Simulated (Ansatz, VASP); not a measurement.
**LiF in VASP and in Ansatz**

```xyz
2
Lattice="0.0000 1.9949 1.9949 1.9949 0.0000 1.9949 1.9949 1.9949 0.0000" Properties=species:S:1:pos:R:3 pbc="T T T"
Li    0.0000    0.0000    0.0000
F     1.9949    1.9949    1.9949
```

Alike in both runs: task single point; functional PBE-based screened hybrid; k mesh 6 × 6 × 6; no spin polarisation.

|  | VASP | Ansatz |
| --- | --- | --- |
| version | VASP 6.6.1 | Ansatz 0.2.0 |
| potentials or method | VASP PAW PBE potentials, release 64 (Li_sv, F) | plane waves |
| plane-wave cutoff (eV) | 520 | 420 |
| occupations | gaussian, width 0.01 eV | fixed |
| valence electrons in the cell | 10 | 10 |

```csv
,VASP,Ansatz,Ansatz less VASP
gap on the k mesh at the Fermi level (eV),17.64,17.76,+0.120
```

VASP's potentials were made for PBE, not for PBE-based screened hybrid. Ansatz's warnings: stress exchange threshold loose, stress scf threshold loose.

The k mesh is coarse, so the values compare programs but aren't converged. Noted on VASP's run: the cutoff is short for stress, so the pressure is rough.
